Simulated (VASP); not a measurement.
A run of VASP 6.6.1:

The input INCAR:

```
PREC     = Accurate       # precision mode
ENCUT    = 520            # plane-wave cutoff, eV
EDIFF    = 1E-6           # SCF threshold, eV
ISMEAR   = 0              # smearing method
SIGMA    = 0.15           # smearing width, eV
LREAL    = False          # projectors in reciprocal space
LASPH    = True           # aspherical terms in the spheres
NELM     = 60             # most SCF steps
ALGO     = Fast           # electronic algorithm
ISIF     = 2              # what is computed and relaxed
LWAVE    = False          # write WAVECAR
LCHARG   = False          # write CHGCAR
GGA      = PE             # functional
IVDW     = 12             # dispersion correction
NBANDS   = 22             # bands
```

File KPOINTS:

```
regular mesh
0
Gamma
  16 16 2
```

Contents of POSCAR:

```
Al
1.0
   -2.8144222649      0.0000000000      0.0000000000
   -1.4072111325     -2.4373611784      0.0000000000
    0.0000000000      0.0000000000     18.4820941423
Al
8
Direct
    1.0000000000      1.0000000000      0.5000000000
    1.0000000000      1.0000000000      0.0000000000
    0.3333333333      0.3333333333      0.1250000000
    0.3333333333      0.3333333333      0.6250000000
    0.0000000000      0.0000000000      0.2500000000
    0.0000000000      0.0000000000      0.7500000000
    0.6666666667      0.6666666667      0.3750000000
    0.6666666667      0.6666666667      0.8750000000
```

Potentials or basis: VASP PAW PBE potentials, release 64 (Al).

Command:

```sh
$ cat potpaw_PBE.64/Al/POTCAR > POTCAR
$ mpirun -np 1 vasp_std > vasp.out
```

Hardware: 1 thread of Intel(R) Xeon(R) Platinum 8259CL CPU @ 2.50GHz (Skylake/Cascade Lake) (shared host).

Task: Estimate the wall time of this run.

Result: Wall time 2.7 min on 1 thread of Intel(R) Xeon(R) Platinum 8259CL CPU @ 2.50GHz (Skylake/Cascade Lake) (shared host), peak memory 0.33 GiB. Counts: scf iterations 13, k points 60.
